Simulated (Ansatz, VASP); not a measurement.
## SnTe: VASP beside Ansatz

POSCAR

```
SnTe
1.0
    0.0000000000      3.1242474332      3.1242474332
    3.1242474332      0.0000000000      3.1242474332
    3.1242474332      3.1242474332      0.0000000000
Sn Te
1 1
Direct
    0.0000000000      0.0000000000      0.0000000000
    0.5000000000      0.5000000000      0.5000000000
```

INCAR.step1

```
PREC     = Accurate       # precision mode
ENCUT    = 550            # plane-wave cutoff, eV
ISMEAR   = -1             # smearing method
SIGMA    = 0.02           # smearing width, eV
LREAL    = False          # projectors in reciprocal space
LASPH    = True           # aspherical terms in the spheres
NELM     = 120            # most SCF steps
NBANDS   = 17             # bands
GGA      = PE             # functional
ALGO     = Normal         # electronic algorithm
EDIFF    = 1E-5           # SCF threshold, eV
LWAVE    = True           # write WAVECAR
LCHARG   = False          # write CHGCAR
GGA_COMPAT= False
```

INCAR.step2

```
PREC     = Accurate       # precision mode
ENCUT    = 550            # plane-wave cutoff, eV
EDIFF    = 1E-6           # SCF threshold, eV
ISMEAR   = -1             # smearing method
SIGMA    = 0.02           # smearing width, eV
LREAL    = False          # projectors in reciprocal space
LASPH    = True           # aspherical terms in the spheres
NELM     = 120            # most SCF steps
ALGO     = Normal         # electronic algorithm
ISIF     = 2              # what is computed and relaxed
LWAVE    = False          # write WAVECAR
LCHARG   = True           # write CHGCAR
METAGGA  = R2SCAN         # meta-GGA
LMIXTAU  = True         
LELF     = True           # ELF
LVHAR    = True         
NBANDS   = 17             # bands
ISTART   = 1            
GGA_COMPAT= False
```

Contents of KPOINTS:

```
Automatic mesh
0
Gamma
  6 6 6
```

Input for Ansatz:

```yaml
crystal:
  lattice:
    - [0.0, 3.1242474332, 3.1242474332]
    - [3.1242474332, 0.0, 3.1242474332]
    - [3.1242474332, 3.1242474332, 0.0]
  atoms:
    - { symbol: Sn, position: [0.0, 0.0, 0.0] }
    - { symbol: Te, position: [0.5, 0.5, 0.5] }
kpoints:
  mp_grid: { grid: [6, 6, 6] }
hamiltonian:
  xc: r2scan
scf:
  occupations: { method: fermi_dirac, width: 0.02 }
  n_extra_bands: 4
output:
  forces: true
  stress: true
  eigenvalues: true
```

Alike in both runs: task single point; functional r2SCAN; k mesh 6 × 6 × 6; occupations fermi-dirac, width 0.02 eV; no spin polarisation.

|  | VASP | Ansatz |
| --- | --- | --- |
| version | VASP 6.6.1 | Ansatz 0.2.0 |
| potentials or method | VASP PAW PBE potentials, release 64 (Sn_d, Te) | plane waves, PAW |
| plane-wave cutoff (eV) | 550 | 500 |
| valence electrons in the cell | 20 | 30 |

```tsv
	VASP	Ansatz	Ansatz less VASP
pressure (GPa)	3.0	3.0	-0.02
```

VASP's potentials were made for PBE, not for r2SCAN. With one functional, cell and mesh, what is left measures potentials, basis and numerics. VASP's potentials hold 20 valence electrons a cell and Ansatz's 30, so a difference there can come from the potentials and not from the codes.

Spin-orbit coupling is off throughout.
